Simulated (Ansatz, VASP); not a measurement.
Two plane-wave programs on As

```
As
1.0
     3.57090    0.00000    0.00000
    -1.78545    3.09249    0.00000
     0.00000    0.00000   26.60000
As
2
Direct
  0.33333 0.66667 0.26319
  0.66667 0.33333 0.31576
```

Alike in both runs: functional PBE; dispersion D3(BJ); k mesh 12 × 12 × 1; occupations gaussian, width 0.03 eV; no spin polarisation.

Ansatz relaxed the structure, and its values are those at the end. VASP's run is a single point on that final structure, the one shown.

|  | VASP | Ansatz |
| --- | --- | --- |
| version | VASP 6.6.1 | Ansatz 0.2.0 |
| potentials or method | VASP PAW PBE potentials, release 64 (As), cutoff 400 eV | scalar-relativistic, plane waves, PAW |
| valence electrons in the cell | 10 | 30 |

```tsv
	VASP	Ansatz	Ansatz less VASP
gap on the k mesh at the Fermi level (eV)	1.55	1.54	-0.004
least direct gap on the mesh (eV)	2.04	2.05	+0.011
rms of the force components (eV/Å)	0.052	0.001	-0.0507
```

VASP's potentials hold 10 valence electrons a cell and Ansatz's 30, so a difference there can come from the potentials and not from the codes. Ansatz's warnings: slab cell height set, structure snapped to symmetry.
